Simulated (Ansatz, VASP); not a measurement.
## HgPtSeF3 in VASP and in Ansatz

```
Hg Pt Se F
1.0
     4.14676    0.00162    0.01343
    -0.15632    4.14363    0.00275
    -0.16995   -0.08945    7.24947
Hg Pt Se F
1 1 1 3
Direct
  0.51307 0.51526 0.69204
  0.01483 0.01667 0.70889
  0.01703 0.01482 0.02055
  0.01442 0.44096 0.08497
  0.44386 0.01064 0.08542
  0.99679 0.00165 0.43632
```

Change from the starting cell: the structure that the rattled cell fell into.

Alike in both runs: functional PBE; k mesh 8 × 8 × 4; occupations gaussian, width 0.1 eV; no spin polarisation.

Ansatz relaxed the structure, and its values are those at the end. VASP's run is a single point on that final structure, the one shown.

|  | VASP | Ansatz |
| --- | --- | --- |
| version | VASP 6.6.1 | Ansatz 0.2.0 |
| potentials or method | VASP PAW PBE potentials, release 64 (Hg, Pt, Se, F), cutoff 520 eV | scalar-relativistic, plane waves, PAW |
| valence electrons in the cell | 49 | 75 |

```csv
,VASP,Ansatz,Ansatz less VASP
gap on the k mesh at the Fermi level (eV),none,none,-
pressure (GPa),0.2,0.0,-0.19
rms of the force components (eV/Å),0.078,0.002,-0.0758
```

A gap of «none» marks a metal or a gap that the smearing closes. The functional is the same, so the differences come from potentials, cutoffs and numerics. VASP's potentials hold 49 valence electrons a cell and Ansatz's 75, so a difference there can come from the potentials and not from the codes.

Spin-orbit coupling is off throughout.
